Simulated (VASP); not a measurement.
Input of a VASP 6.6.1 run:

File INCAR:

```
  PREC = Accurate
  ENCUT = 520
  EDIFF = 1E-7
  ISMEAR = 0
  SIGMA = 0.1
  LREAL = F
  LASPH = T
  NELM = 120
  ALGO = Normal
  ISIF = 2
  LWAVE = F
  LCHARG = F
  LDIPOL = T
  IDIPOL = 3
  DIPOL = 0.5 0.5 0.360
  GGA = PE
  IBRION = 2
  NSW = 36
  EDIFFG = -0.025
  GGA_COMPAT = F
  NELMIN = 4
  NELMDL = -8
```

Contents of KPOINTS:

```
Automatic mesh
0
Gamma
  9 9 1
```

The input POSCAR:

```
Ti3SiN3
1.0
    3.0028555065      0.0000000000      0.0000000000
   -1.5014277533      2.6005491526      0.0000000000
    0.0000000000      0.0000000000     21.5541471922
N Ti Si
3 3 1
Selective dynamics
Direct
    0.3333333333      0.6666666667      0.1855791354  F F F
    0.0000000000      0.0000000000      0.2993308525  F F F
    0.6666666667      0.3333333333      0.4147299352  F F F
    0.6666666667      0.3333333333      0.2424549940  F F F
    0.3333333333      0.6666666667      0.3575097830  F F F
    0.0000000000      0.0000000000      0.4664599858  F F F
    0.3333333333      0.6666666667      0.5552385043  F F T
```

Potentials or basis: VASP PAW PBE potentials, release 64 (N, Ti_sv, Si).

The run is started by

```console
$ cat potpaw_PBE.64/N/POTCAR potpaw_PBE.64/Ti_sv/POTCAR potpaw_PBE.64/Si/POTCAR > POTCAR
$ mpirun -np 1 vasp_std > vasp.out
```

(1) What does it give for the energy gained by relaxing?

(2) What does it give for the band gap on the k mesh?

Results:

(1) 28.5 meV/atom.

(2) zero (an odd number of electrons rules out a gap without spin polarisation).
